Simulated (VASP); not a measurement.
Cu2W, 3 atoms in the cell. It takes space group Fm-3m (No. 225, cubic). The conventional cell has a = 5.792 Å, b = 5.792 Å, c = 5.792 Å, α = 90.00°, β = 90.00°, γ = 90.00°. Within 3.3 Å of Cu (site symmetry -43m) lie 4 W at 2.51 Å and 6 Cu at 2.90 Å. Within 3.3 Å of W (site symmetry m-3m) lie 8 Cu at 2.51 Å. 

```yaml
Program: VASP 6.6.1
Task: single point
Functional: PBE
Potentials_or_basis: VASP PAW PBE potentials, release 64 (Cu, W_sv)
Cutoff: 520 eV
k_mesh: 14 × 14 × 14
Occupations: gaussian, width 0.1 eV
Spin: no spin polarisation
Dipole_correction: no
Further_INCAR_settings: ALGO = Fast; EDIFF = 1e-06; NBANDS = 25
```

Potentials or basis: VASP PAW PBE potentials, release 64 (Cu, W_sv).

Command:

```bash
$ cat potpaw_PBE.64/Cu/POTCAR potpaw_PBE.64/W_sv/POTCAR > POTCAR
$ mpirun -np 1 vasp_std > vasp.out
```

Hardware: 1 thread of Intel(R) Xeon(R) 6975P-C (Granite Rapids), on a shared host.

Estimate the wall time of this run.

It took 71 s on 1 thread of Intel(R) Xeon(R) 6975P-C (Granite Rapids) (shared host), peak memory 0.25 GiB. Counts: scf iterations 18, k points 104.
